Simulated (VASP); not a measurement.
Write the native input for VASP 6.6.1 that does the following.

| Quantity | Value |
| --- | --- |
| Task | single point |
| Functional | PBE |
| Potentials or basis | VASP PAW PBE potentials, release 64 (Se) |
| Cutoff | 520 eV |
| k mesh | 11 × 11 × 11 |
| Occupations | fermi-dirac, width 0.1 eV |
| Spin | no spin polarisation |
| Dipole correction | no |
| Further INCAR settings | ALGO = Normal; EDIFF = 1e-06; NBANDS = 13 |

The structure of Se lies in POSCAR:

```
Se
1.0
    0.0000000000      2.8108357645      2.8108357645
    2.8108357645      0.0000000000      2.8108357645
    2.8108357645      2.8108357645      0.0000000000
Se
2
Direct
   -0.1250000000     -0.1250000000     -0.1250000000
    0.1250000000      0.1250000000      0.1250000000
```

This cell differs from its parent crystal: volume scaled by 0.7.

One way to write it, as run:

INCAR

```
SYSTEM = Se
PREC = Accurate
ENCUT = 520
EDIFF = 1E-6
ISMEAR = -1
SIGMA = 0.1
LREAL = .FALSE.
LASPH = .TRUE.
NELM = 80
ALGO = Normal
ISIF = 2
LWAVE = .FALSE.
LCHARG = .FALSE.
GGA = PE
NBANDS = 13
```

KPOINTS

```
Automatic mesh
0
G
  11 11 11
  0 0 0
```

Potentials or basis: VASP PAW PBE potentials, release 64 (Se).

Launch:

```bash
$ cat potpaw_PBE.64/Se/POTCAR > POTCAR
$ mpirun -np 1 vasp_std > vasp.out
```

It gave:

```yaml
Pressure: 28.5 GPa
Band_gap_on_the_k_mesh: zero (band 6 reaches 6.20 eV, above the bottom of band 7 at 4.20 eV)
```

It took 14 s on 1 thread of Intel(R) Xeon(R) 6975P-C (Granite Rapids), on a shared host, peak memory 0.17 GiB.
